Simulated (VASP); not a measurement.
Set up this calculation in VASP 6.6.1, as the native input.

```yaml
Task: single point
Functional: PBE
Potentials_or_basis: VASP PAW PBE potentials, release 64 (Al, Co)
Cutoff: 520 eV
k_mesh: 14 × 14 × 14
Occupations: gaussian, width 0.1 eV
Spin: no spin polarisation
Dipole_correction: no
Further_INCAR_settings: ALGO = Normal; EDIFF = 1e-06; NBANDS = 13
```

The structure of AlCo lies in POSCAR:

```
AlCo
1.0
    2.8043780192      0.0000000000      0.0000000000
    0.0000000000      2.8043780192      0.0000000000
    0.0000000000      0.0000000000      2.8043780192
Al Co
1 1
Direct
    0.0000000000      0.0000000000      0.0000000000
    0.5000000000      0.5000000000      0.5000000000
```

These files were run (other wordings do the same):

INCAR

```
SYSTEM = AlCo
PREC     = Accurate       ! precision mode
ENCUT    = 520            ! plane-wave cutoff, eV
EDIFF    = 1E-6           ! SCF threshold, eV
ISMEAR   = 0              ! smearing method
SIGMA    = 0.1            ! smearing width, eV
LREAL    = .FALSE.        ! projectors in reciprocal space
LASPH    = .TRUE.         ! aspherical terms in the spheres
NELM     = 80             ! most SCF steps
ALGO     = Normal         ! electronic algorithm
ISIF     = 2              ! what is computed and relaxed
LWAVE    = .FALSE.        ! write WAVECAR
LCHARG   = .FALSE.        ! write CHGCAR
GGA      = PE             ! functional
NBANDS   = 13             ! bands
```

KPOINTS

```
regular mesh
0
G
  14 14 14
  0 0 0
```

Potentials or basis: VASP PAW PBE potentials, release 64 (Al, Co).

Run with:

```console
$ cat potpaw_PBE.64/Al/POTCAR potpaw_PBE.64/Co/POTCAR > POTCAR
$ mpirun -np 1 vasp_std > vasp.out
```

It gave:

- Pressure: 10.0 GPa
- Band gap on the k mesh: zero (band 6 reaches 13.63 eV, above the bottom of band 7 at 10.99 eV)

Run time: 49 s on 1 thread of AMD EPYC 7R43 64-Core Processor (Zen 3), with other jobs on the host, peak memory 0.13 GiB.
